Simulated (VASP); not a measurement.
Ge, 1 atom in the cell. The structure is cubic, space group Pm-3m (No. 221). The conventional cell has a = 1.995 Å, b = 1.995 Å, c = 1.995 Å, α = 90.00°, β = 90.00°, γ = 90.00°. Ge (site symmetry m-3m) has 6 Ge at 2.00 Å within 2.6 Å.  This cell differs from its parent crystal: volume scaled by 0.43.

- Program: VASP 6.6.1
- Task: density of states
- Functional: LDA
- Potentials or basis: VASP PAW LDA potentials, release 64 (Ge_d)
- Cutoff: 520 eV
- k mesh: 15 × 15 × 15
- Occupations: fermi-dirac, width 0.08 eV
- Spin: no spin polarisation
- Dipole correction: no
- k mesh for the DOS: 23 × 23 × 23
- Occupations for the DOS: tetrahedron
- Further INCAR settings: ALGO = Normal; EDIFF = 1e-07

Potentials or basis: VASP PAW LDA potentials, release 64 (Ge_d).

Command:

```console
$ cat potpaw_LDA.64/Ge_d/POTCAR > POTCAR
$ cp INCAR.step1 INCAR
$ cp KPOINTS.step1 KPOINTS
$ mpirun -np 1 vasp_std > vasp.out
$ cp INCAR.step2 INCAR
$ cp KPOINTS.step2 KPOINTS
$ mpirun -np 1 vasp_std > vasp.out
```

Hardware: 1 thread of Intel(R) Xeon(R) Platinum 8488C (Sapphire Rapids) (shared host).

Q: How long does it take, and how much memory?

A: Run time: 16 s on 1 thread of Intel(R) Xeon(R) Platinum 8488C (Sapphire Rapids), with other jobs on the host, peak memory 0.15 GiB. Counts: k points 364.
